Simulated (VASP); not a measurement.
# Be3ZnSe4 (I-42m) in VASP: notebook

Runs on Be3ZnSe4. Level: PBE. Tasks: single point, relaxation of cell and atoms.

Everything below comes from runs of VASP 6.6.1. Logs are shortened: lines on timing, memory, paths and dates and some standing lists are left out, and cuts for length are marked.

## 1. The cell of the first run

The structure is tetragonal, space group I-42m (No. 121). The conventional cell has a = 5.323 Å, b = 5.323 Å, c = 10.584 Å, α = 90.00°, β = 90.00°, γ = 90.00°. Be (site symmetry -42m) has 4 Se at 2.24 Å within 3.0 Å. Within 3.0 Å of Be (site symmetry -4) lie 4 Se at 2.26 Å. Zn (site symmetry -42m) has 4 Se at 2.44 Å within 3.2 Å. Within 3.0 Å of Se (site symmetry m) lie 3 Be at 2.24 to 2.26 Å and 1 Zn at 2.44 Å.

## 2. Single point, PBE

Contents of INCAR:

```
  PREC = Accurate
  ENCUT = 520
  EDIFF = 1E-6
  ISMEAR = 0
  SIGMA = 0.15
  LREAL = F
  LASPH = T
  NELM = 60
  ALGO = Normal
  ISIF = 2
  LWAVE = F
  LCHARG = F
  GGA = PE
  NBANDS = 31
```

Contents of KPOINTS:

```
regular mesh
0
Gamma
  3 3 3
```

Contents of POSCAR:

```
Be3ZnSe4
1.0
   -2.6612686324      2.6612686324      5.2918828334
    2.6612686324     -2.6612686324      5.2918828334
    2.6612686324      2.6612686324     -5.2918828334
Be Zn Se
3 1 4
Direct
    0.5000000000      0.5000000000      0.0000000000
    0.7500000000      0.2500000000      0.5000000000
    0.2500000000      0.7500000000      0.5000000000
    0.0000000000      0.0000000000      0.0000000000
    0.1348297605      0.1348297605      0.5328514357
    0.6019783248      0.6019783248      0.4671485643
    0.3980216752      0.8651702395      0.0000000000
    0.8651702395      0.3980216752      0.0000000000
```

Potentials or basis: VASP PAW PBE potentials, release 64 (Be, Zn, Se).

Launch:

```console
$ cat potpaw_PBE.64/Be/POTCAR potpaw_PBE.64/Zn/POTCAR potpaw_PBE.64/Se/POTCAR > POTCAR
$ mpirun -np 1 vasp_std > vasp.out
```

OUTCAR:

```text
PREC = Accurate
   ENCUT = 520
   EDIFF = 1E-6
   ISMEAR = 0
   LREAL = F
   LASPH = T
   NELM = 60
   ISIF = 2
   GGA = PE

 ion  position               nearest neighbor table
   1  0.500  0.500  0.000-   6 2.24   7 2.24   8 2.24   5 2.24
   2  0.750  0.250  0.500-   5 2.26   7 2.26   8 2.26   6 2.26
   3  0.250  0.750  0.500-   5 2.26   8 2.26   7 2.26   6 2.26
   4  0.000  0.000  0.000-   7 2.44   8 2.44   6 2.44   5 2.44
   5  0.135  0.135  0.533-   1 2.24   2 2.26   3 2.26   4 2.44
   6  0.602  0.602  0.467-   1 2.24   2 2.26   3 2.26   4 2.44
   7  0.398  0.865  0.000-   1 2.24   2 2.26   3 2.26   4 2.44
   8  0.865  0.398  0.000-   1 2.24   3 2.26   2 2.26   4 2.44

  LATTYP: Found a body centered tetragonal cell.
 ALAT       =     5.3225372648
 C/A-ratio  =     1.9884812713

  Lattice vectors:

 A1 = (  -2.6612686324,   2.6612686324,   5.2918828334)
 A2 = (   2.6612686324,  -2.6612686324,   5.2918828334)
 A3 = (   2.6612686324,   2.6612686324,  -5.2918828334)

Analysis of symmetry for initial positions (statically):
=====================================================================
 Subroutine PRICEL returns:
 Original cell was already a primitive cell.

 Routine SETGRP: Setting up the symmetry group for a
 body centered tetragonal supercell.

 Subroutine GETGRP returns: Found  8 space group operations
 (whereof  8 operations were pure point group operations)
 out of a pool of 16 trial point group operations.

The static configuration has the point symmetry D_2d.

Analysis of symmetry for dynamics (positions and initial velocities):
=====================================================================
 Subroutine PRICEL returns:
 Original cell was already a primitive cell.

 Routine SETGRP: Setting up the symmetry group for a
 body centered tetragonal supercell.

 Subroutine GETGRP returns: Found  8 space group operations
 (whereof  8 operations were pure point group operations)
 out of a pool of 16 trial point group operations.

The dynamic configuration has the point symmetry D_2d.

 Subroutine INISYM returns: Found  8 space group operations
 (whereof  8 operations are pure point group operations),
 and found     1 'primitive' translations

----------------------------------------------------------------------------------------

                                     Primitive cell

  volume of cell :     149.9159

  direct lattice vectors                    reciprocal lattice vectors
    -2.661268632  2.661268632  5.291882833     0.000000000  0.187880319  0.094484329
     2.661268632 -2.661268632  5.291882833     0.187880319  0.000000000  0.094484329
     2.661268632  2.661268632 -5.291882833     0.187880319  0.187880319  0.000000000

  length of vectors
     6.493745097  6.493745097  6.493745097     0.210300506  0.210300506  0.265702895

  position of ions in fractional coordinates (direct lattice)
     0.500000000  0.500000000  0.000000000
     0.750000000  0.250000000  0.500000000
     0.250000000  0.750000000  0.500000000
     0.000000000  0.000000000  0.000000000
     0.134829760  0.134829760  0.532851436
     0.601978325  0.601978325  0.467148564
     0.398021675  0.865170240  0.000000000
     0.865170240  0.398021675  0.000000000

  ion indices of the primitive-cell ions
   primitive index   ion index
                 1           1
                 2           2
                 3           3
                 4           4
                 5           5
                 6           6
                 7           7
                 8           8

----------------------------------------------------------------------------------------

 KPOINTS: regular mesh

Automatic generation of k-mesh.
 Grid dimensions read from file:
 generate k-points for:    3    3    3

 Generating k-lattice:

  Cartesian coordinates                     Fractional coordinates (reciprocal lattice)
     0.000000000  0.062626773  0.031494776     0.333333333  0.000000000  0.000000000
     0.062626773  0.000000000  0.031494776     0.000000000  0.333333333  0.000000000
     0.062626773  0.062626773  0.000000000     0.000000000  0.000000000  0.333333333

  Length of vectors
     0.070100169  0.070100169  0.088567632

  Shift w.r.t. Gamma in fractional coordinates (k-lattice)
     0.000000000  0.000000000  0.000000000

 Subroutine IBZKPT returns following result:
 ===========================================

 Found      6 irreducible k-points:

 Following reciprocal coordinates:
            Coordinates               Weight
  0.000000  0.000000  0.000000      1.000000
  0.333333  0.000000  0.000000      8.000000
  0.333333  0.333333  0.000000      8.000000
 -0.333333  0.333333  0.000000      4.000000
 -0.333333  0.333333  0.333333      4.000000
 -0.333333 -0.333333  0.333333      2.000000
   k-points           NKPTS =      6   k-points in BZ     NKDIM =      6   number of bands    NBANDS=     31
   number of dos      NEDOS =    301   number of ions     NIONS =      8
   total plane-waves  NPLWV = 110592
   dimension x,y,z NGX =    48 NGY =   48 NGZ =   48
   dimension x,y,z NGXF=    96 NGYF=   96 NGZF=   96
   ions per type =               3   1   4
   NGX,Y,Z   is equivalent  to a cutoff of  12.29, 12.29, 12.29 a.u.
   NGXF,Y,Z  is equivalent  to a cutoff of  24.58, 24.58, 24.58 a.u.
 SYSTEM =  unknown system
   PREC   = accura    normal or accurate (medium, high low for compatibility)
   ISTART =      0    job   : 0-new  1-cont  2-samecut
   ICHARG =      2    charge: 1-file 2-atom 10-const
   ISPIN  =      1    spin polarized calculation?
   LNONCOLLINEAR =      F non collinear calculations
   LSORBIT =      F    spin-orbit coupling
   LASPH  =      T    aspherical Exc in radial PAW
   ENCUT  =  520.0 eV  38.22 Ry    6.18 a.u.  12.07 12.07 12.07*2*pi/ulx,y,z
   NELM   =     60;   NELMIN=  2; NELMDL= -5     # of ELM steps
   EDIFF  = 0.1E-05   stopping-criterion for ELM
   LREAL  =      F    real-space projection
   EDIFFG = 0.1E-04   stopping-criterion for IOM
   NSW    =      0    number of steps for IOM
   IBRION =     -1    ionic relax: 0-MD 1-quasi-New 2-CG
   NFREE  =      0    steps in history (QN), initial steepest desc. (CG)
   ISIF   =      2    stress and relaxation
   ISYM   =      2    0-nonsym 1-usesym 2-fastsym
   POTIM  = 0.5000    time-step for ionic-motion
   TEBEG  =    0.0;   TEEND  =   0.0 temperature during run
   PSTRESS=    0.0 pullay stress
   NELECT =      42.0000    total number of electrons
   NUPDOWN=      -1.0000    fix difference up-down
   EMIN   =  10.00;   EMAX   =-10.00  energy-range for DOS
   EFERMI =   0.00;   METHOD = LEGACY
   ISMEAR =     0;   SIGMA  =   0.15  broadening in eV -4-tet -1-fermi 0-gaus
   EFERMI_NEDOS =   21; number of points for ismear=-14 and -15
   IALGO  =     38    algorithm
   IMIX   =      4    mixing-type and parameters
     AMIX     =   0.40;   BMIX     =  1.00
     AMIX_MAG =   1.60;   BMIX_MAG =  1.00
  volume/ion in A,a.u.               =      18.74       126.46
  Fermi-wavevector in a.u.,A,eV,Ry     =   1.071212  2.024297 15.612616  1.147495
  Thomas-Fermi vector in A             =   2.206945
   LORBIT       =      0    0 simple, 1 ext, 2 COOP (PROOUT), +10 PAW based schemes
   GGA     = PE    functional components
   LHFCALC =     F    Hartree Fock is set to
   AEXX    =    0.0000 exact exchange contribution
   IVDW    =     0    specifies the selected vdW correction
   LEPSILON=     F    determine dielectric tensor
   LRPA    =     F    only Hartree local field effects (RPA)
 non-spin polarized calculation
 Gauss-broadening in eV      SIGMA  =   0.15
  energy-cutoff  :      520.00
  volume of cell :      149.92
 maximum number of plane-waves:      4048
   NGX = 25   NGY = 25   NGZ = 25

 number of electron      42.0000018 magnetization

 Free energy of the ion-electron system (eV)
  ---------------------------------------------------
  ext. energy  EPLUGINS =         0.00000000
  ---------------------------------------------------
  free energy    TOTEN  =       -32.45721082 eV

  energy without entropy =      -32.45721082  energy(sigma->0) =      -32.45721082

 E-fermi :   3.3852     XC(G=0):  -9.3501

 val. band max:        2.7028756268   @ k =   0.0000   0.0000   0.0000
 cond. band min:       5.4234283452   @ k =   0.0000   0.0000   0.0000
 fundamental gap:      2.7205527185
 Fermi energy:         3.3852074983

 k-point     1 :       0.0000    0.0000    0.0000
  band No.  band energies     occupation
      1     -10.8421      2.00000
      2      -9.3041      2.00000
      3      -9.2770      2.00000
      4      -9.2770      2.00000
      5      -3.5157      2.00000
      6      -3.5082      2.00000
[... 23 lines left out ...]
     30       9.8524      0.00000
     31       9.8669      0.00000

 k-point     2 :       0.3333    0.0000    0.0000
  band No.  band energies     occupation
      1     -10.4623      2.00000
      2      -9.6484      2.00000
      3      -9.3962      2.00000
      4      -9.3576      2.00000
      5      -3.5732      2.00000
      6      -3.5316      2.00000
[... 23 lines left out ...]
     30       9.3218      0.00000
     31       9.5807      0.00000

 k-point     3 :       0.3333    0.3333    0.0000
  band No.  band energies     occupation
      1     -10.0597      2.00000
      2      -9.6831      2.00000
      3      -9.6038      2.00000
      4      -9.5609      2.00000
      5      -3.5812      2.00000
      6      -3.5385      2.00000
[... 23 lines left out ...]
     30       9.3259      0.00000
     31       9.7998      0.00000

 k-point     4 :      -0.3333    0.3333    0.0000
  band No.  band energies     occupation
      1     -10.2639      2.00000
      2      -9.6109      2.00000
      3      -9.5765      2.00000
      4      -9.3930      2.00000
      5      -3.5612      2.00000
      6      -3.4848      2.00000
[... 23 lines left out ...]
     30       9.3954      0.00000
     31       9.4527      0.00000

 k-point     5 :      -0.3333    0.3333    0.3333
  band No.  band energies     occupation
      1     -10.0432      2.00000
      2      -9.9268      2.00000
      3      -9.7184      2.00000
      4      -9.2804      2.00000
      5      -3.6048      2.00000
      6      -3.5837      2.00000
[... 23 lines left out ...]
     30       9.2995      0.00000
     31       9.6981      0.00000

 k-point     6 :      -0.3333   -0.3333    0.3333
  band No.  band energies     occupation
      1     -10.5340      2.00000
      2      -9.7630      2.00000
      3      -9.2928      2.00000
      4      -9.2928      2.00000
      5      -3.6087      2.00000
      6      -3.5234      2.00000
[... 23 lines left out ...]
     30       9.2733      0.00000
     31       9.2733      0.00000

------------------------ aborting loop because EDIFF is reached ----------------------------------------

  FORCE on cell =-STRESS in cart. coord.  units (eV):
  Direction    XX          YY          ZZ          XY          YZ          ZX
  --------------------------------------------------------------------------------------
  -------------------------------------------------------------------------------------
  Total        0.2561173      0.2561173      0.2784852      0.0000000      0.0000000      0.0000000
  in kB        2.7371710      2.7371710      2.9762204      0.0000000      0.0000000      0.0000000
  external PRESSURE =       2.8168541 kB  Pullay stress =       0.0000000 kB

 VOLUME and BASIS-vectors are now :
 -----------------------------------------------------------------------------
  energy-cutoff  :      520.00
  volume of cell :      149.92
      direct lattice vectors                 reciprocal lattice vectors
    -2.661268632  2.661268632  5.291882833     0.000000000  0.187880319  0.094484329
     2.661268632 -2.661268632  5.291882833     0.187880319  0.000000000  0.094484329
     2.661268632  2.661268632 -5.291882833     0.187880319  0.187880319  0.000000000

 POSITION                                       TOTAL-FORCE (eV/Angst)
 -----------------------------------------------------------------------------------
      0.00000      0.00000      5.29188         0.000000      0.000000     -0.000000
      0.00000      2.66127      2.64594         0.000000      0.000000     -0.000000
      2.66127      0.00000      2.64594         0.000000      0.000000     -0.000000
      0.00000      0.00000      0.00000         0.000000      0.000000     -0.000000
      1.41806      1.41806     -1.39278         0.013560      0.013560     -0.005871
      1.24321      1.24321      3.89910        -0.013560     -0.013560     -0.005871
      1.24321     -1.24321      6.68466        -0.013560      0.013560      0.005871
     -1.24321      1.24321      6.68466         0.013560     -0.013560      0.005871
 -----------------------------------------------------------------------------------
    total drift:                                0.000007      0.000007      0.000009

  FREE ENERGIE OF THE ION-ELECTRON SYSTEM (eV)
  ---------------------------------------------------
  free  energy   TOTEN  =       -32.4572108230 eV

  energy  without entropy=      -32.4572108230  energy(sigma->0) =      -32.45721082
```

Run time: 56 s. Hardware: 1 thread of Intel Xeon Platinum 8259CL at 2.50GHz (Skylake/Cascade Lake), shared host; peak memory 0.32 GiB.

Results:

```
Free energy            : -32.4572 eV
Pressure               : 0.3 GPa
Largest force          : 0.020 eV/Å
Band gap on the k mesh : 2.72 eV, direct
```

Forces in eV/Å, atoms in the order of the input:
```
Be   0.000  0.000  0.000
Be   0.000  0.000  0.000
Be   0.000  0.000  0.000
Zn   0.000  0.000  0.000
Se   0.014  0.014 -0.006
Se  -0.014 -0.014 -0.006
Se  -0.014  0.014  0.006
Se   0.014 -0.014  0.006
```

Caveat: the k points lie up to 0.56 Å⁻¹ apart.

## 3. Single point, PBE

This run uses another cell than the first one, of the same volume but with other edges.

Contents of INCAR:

```
SYSTEM = Be3ZnSe4
  PREC = Accurate
  ENCUT = 520
  EDIFF = 1E-6
  ISMEAR = 0
  SIGMA = 0.1
  LREAL = .FALSE.
  LASPH = .TRUE.
  NELM = 80
  ALGO = Normal
  ISIF = 2
  LWAVE = .FALSE.
  LCHARG = .TRUE.
  GGA = PE
  LELF = .TRUE.
  LVHAR = .TRUE.
  NBANDS = 31
```

Contents of KPOINTS:

```
regular mesh
0
G
  4 4 4
  0 0 0
```

Contents of POSCAR:

```
Be3ZnSe4
1.0
    5.3211070547      0.0000000000      0.0000000000
    0.0000000000      5.3211070547      0.0000000000
   -2.6605535273     -2.6605535273      5.2997565988
Be Zn Se
3 1 4
Direct
    0.5000000000      0.5000000000      1.0000000000
    0.2500000000      0.7500000000      0.5000000000
    0.7500000000      0.2500000000      0.5000000000
    0.0000000000      0.0000000000      0.0000000000
    0.1349975428      0.1349975428      0.7368873999
    0.6018898571      0.6018898571      0.7368873999
    0.8650024572      0.3981101429      0.2631126001
    0.3981101429      0.8650024572      0.2631126001
```

Potentials or basis: VASP PAW PBE potentials, release 64 (Be, Zn, Se).

Launch:

```console
$ cat potpaw_PBE.64/Be/POTCAR potpaw_PBE.64/Zn/POTCAR potpaw_PBE.64/Se/POTCAR > POTCAR
$ mpirun -np 1 vasp_std > vasp.out
```

It took 79 s on 1 thread of Intel Xeon Platinum 8259CL at 2.50GHz (Skylake/Cascade Lake), shared host; peak memory 0.28 GiB.

Results (log left out):

```
Free energy            : -32.4690 eV
Pressure               : 0.2 GPa
Largest force          : 0.012 eV/Å
Band gap on the k mesh : 2.73 eV, direct
```

Forces on the atoms (eV/Å):
```
Be   0.000  0.000  0.000
Be   0.000  0.000  0.000
Be   0.000  0.000  0.000
Zn   0.000  0.000  0.000
Se   0.005  0.005 -0.009
Se  -0.005 -0.005 -0.009
Se  -0.005  0.005  0.009
Se   0.005 -0.005  0.009
```

Levels at points of the mesh, in eV from the valence-band top:
```tsv
k point	band 18	band 19	band 20	band 21	band 22	band 23	band 24	band 25
(0.00, 0.00, 0.00)	-2.38	-0.10	0.00	0.00	2.73	3.09	3.87	5.09
(0.50, 0.00, 0.00)	-2.15	-1.49	-1.07	-1.01	4.53	4.82	4.89	5.12
(0.50, 0.50, 0.00)	-1.17	-0.98	-0.68	-0.67	3.30	3.84	4.63	5.14
(0.00, 0.00, 0.50)	-1.85	-1.85	-1.11	-1.11	2.80	2.80	3.32	3.53
```

A k mesh can miss the band edges.

## 4. Relaxation of cell and atoms, PBE

This run uses another cell than the first one, of 17.78 Å³/atom, 0.949 times its volume.

Contents of INCAR:

```
PREC = Accurate
ENCUT = 600
EDIFF = 1E-6
ISMEAR = 0
SIGMA = 0.15
LREAL = False
LASPH = True
NELM = 100
ALGO = Normal
ISIF = 3
LWAVE = False
LCHARG = False
GGA = PE
IBRION = 2
NSW = 36
EDIFFG = -0.08
```

Contents of KPOINTS:

```
Automatic mesh
0
Gamma
  3 3 3
```

Contents of POSCAR:

```
Be3ZnSe4
1.0
   -2.6100000000      2.6100000000      5.2200000000
    2.6100000000     -2.6100000000      5.2200000000
    2.6100000000      2.6100000000     -5.2200000000
Be Zn Se
3 1 4
Direct
    0.5000000000      0.5000000000      0.0000000000
    0.7500000000      0.2500000000      0.5000000000
    0.2500000000      0.7500000000      0.5000000000
    0.0000000000      0.0000000000      0.0000000000
    0.1310000000      0.1310000000      0.5240000000
    0.6070000000      0.6070000000      0.4760000000
    0.3930000000      0.8690000000      0.0000000000
    0.8690000000      0.3930000000      0.0000000000
```

Launch:

```console
$ cat potpaw_PBE.64/Be/POTCAR potpaw_PBE.64/Zn/POTCAR potpaw_PBE.64/Se/POTCAR > POTCAR
$ mpirun -np 1 vasp_std > vasp.out
```

It took 4 min on 1 thread of Intel Xeon Platinum 8259CL at 2.50GHz (Skylake/Cascade Lake), shared host; peak memory 0.42 GiB.

The run converged. Its results:

```
Free energy                            : -32.4570 eV
Relaxed volume                         : 18.80 Å³/atom
Relaxed cell                           : a = 6.506 Å, b = 6.506 Å, c = 6.506 Å, α = 131.69°, β = 131.69°, γ = 70.71°
Space group after relaxing (to 0.05 Å) : I-42m (No. 121)
Energy gained by relaxing              : 18.4 meV/atom
Ionic steps                            : 5
Pressure after relaxing                : 0.1 GPa
Largest force after relaxing           : 0.013 eV/Å
Band gap on the k mesh                 : 2.73 eV, direct
```

Forces on the atoms (eV/Å):
```
Be   0.000  0.000  0.000
Be   0.000  0.000  0.000
Be   0.000  0.000  0.000
Zn   0.000  0.000  0.000
Se   0.009  0.009  0.002
Se  -0.009 -0.009  0.002
Se  -0.009  0.009 -0.002
Se   0.009 -0.009 -0.002
```

Stress tensor (GPa, compression positive):
```
 0.09  0.00  0.00
 0.00  0.09  0.00
 0.00  0.00 -0.03
```

Step by step:
```
step  energy change (eV)  largest force (eV/Å)  pressure (GPa)  volume (Å³)
   1              0.0000                0.4895            4.67       142.24
   2             -0.1344                0.1090           -1.18       153.17
   3             -0.1411                0.1656           -0.21       151.08
   4             -0.1456                0.0823           -0.06       150.73
   5             -0.1470                0.0132            0.05       150.44
```

Final structure:
```
CELL_PARAMETERS angstrom
-2.66224 2.66224 5.30639
2.66224 -2.66224 5.30639
2.66224 2.66224 -5.30639
ATOMIC_POSITIONS crystal
Be 0.50000 0.50000 0.00000
Be 0.75000 0.25000 0.50000
Be 0.25000 0.75000 0.50000
Zn 0.00000 0.00000 0.00000
Se 0.13481 0.13481 0.53291
Se 0.60191 0.60191 0.46709
Se 0.39809 0.86519 0.00000
Se 0.86519 0.39809 0.00000
```

Levels at points of the mesh, in eV from the valence-band top:
| k point | band 18 | band 19 | band 20 | band 21 | band 22 | band 23 | band 24 | band 25 |
| --- | --- | --- | --- | --- | --- | --- | --- | --- |
| (0.00, 0.00, 0.00) | -2.38 | -0.11 | 0.00 | 0.00 | 2.73 | 3.08 | 3.87 | 5.08 |

Caveat: the k points lie up to 0.56 Å⁻¹ apart in the final cell; the relaxation stopped at a loose force limit of 0.08 eV/Å, so its end isn't a converged minimum. A k mesh can miss the band edges.

## 5. The runs side by side

```tsv
task	cell	k mesh	cutoff (eV)	smearing	gap on the mesh (eV)	pressure (GPa)	largest force (eV/Å)
single point	a = 6.494 Å, angles 131.6, 131.6, 70.8°, 8 atoms	3 × 3 × 3	520	gaussian 0.15 eV	2.72	0.3	0.02
single point	a = 5.321, b = 5.321, c = 6.500 Å, angles 114.2, 114.2, 90.0°, 8 atoms	4 × 4 × 4	520	gaussian 0.1 eV	2.73	0.2	0.01
relaxation of cell and atoms	relaxed from a = 6.393 Å, angles 131.8, 131.8, 70.5°, 8 atoms	3 × 3 × 3	600	gaussian 0.15 eV	2.73	0.1	0.01
```

Alike in all rows: level PBE; potentials or basis VASP PAW PBE potentials, release 64 (Be, Zn, Se); no spin polarisation.

Caveats: some runs use coarse meshes; the relaxation stopped at a loose force limit of 0.08 eV/Å, so its end isn't a converged minimum (some runs).

Total energies depend on the potentials used, so only differences within one code and one set of settings carry meaning.
